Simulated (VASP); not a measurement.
Crystal: Rh.

```
Rh
1.0
    -1.52200    1.52200    1.52200
     1.52200   -1.52200    1.52200
     1.52200    1.52200   -1.52200
Rh
1
Direct
  0.00000 0.00000 0.00000
```

Base run:

```yaml
Program: VASP 6.6.1
Functional: r2SCAN
Potentials_or_basis: VASP PAW PBE potentials, release 64 (Rh_sv_GW)
Cutoff: 580 eV
k_mesh: 26 × 26 × 26
Occupations: gaussian, width 0.1 eV
Spin: no spin polarisation
```

Its results: pressure -1.2 GPa.

Task: The run is repeated on the same cell with these changes: potentials or basis from VASP PAW PBE potentials, release 64 (Rh_sv_GW) to VASP PAW PBE potentials, release 64 (Rh_pv); cutoff from 580 eV to 520 eV; valence electrons from 17 to 15. What comes out?

Result: Pressure 1.1 GPa.

Caveats: the PAW data sets were made with another functional, which shifts forces and pressure a little.
